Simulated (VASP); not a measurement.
The system is MgO.

```
Mg O
1.0
     0.00000    2.13515    2.13515
     2.13515    0.00000    2.13515
     2.13515    2.13515    0.00000
Mg O
1 1
Direct
  0.00000 0.00000 0.00000
  0.50000 0.50000 0.50000
```

```yaml
Program: VASP 6.6.1
Task: relaxation of cell and atoms
Functional: LDA
Potentials_or_basis: VASP PAW LDA potentials, release 64 (Mg, O)
Cutoff: 600 eV
k_mesh: 8 × 8 × 8
Occupations: gaussian, width 0.1 eV
Spin: no spin polarisation
```

At the start: pressure -13.5 GPa; volume 9.73 Å³/atom.

**Question.** Where does the relaxation end?

**Answer.** Over 3 steps the energy falls by 38.4 meV/atom and the volume is 8.89 Å³/atom (-8.7 %); space group Fm-3m (No. 225, to 0.05 Å).

The path:
```
step  energy change (eV)  largest force (eV/Å)  pressure (GPa)  volume (Å³)
   1              0.0000                0.0000          -13.46        19.47
   2             -0.0675                0.0000            5.76        17.25
   3             -0.0767                0.0000            0.04        17.78
```

Final structure:
```
Mg O
1.0
     0.00000    2.07149    2.07149
     2.07149    0.00000    2.07149
     2.07149    2.07149    0.00000
Mg O
1 1
Direct
  0.00000 0.00000 0.00000
  0.50000 0.50000 0.50000
```
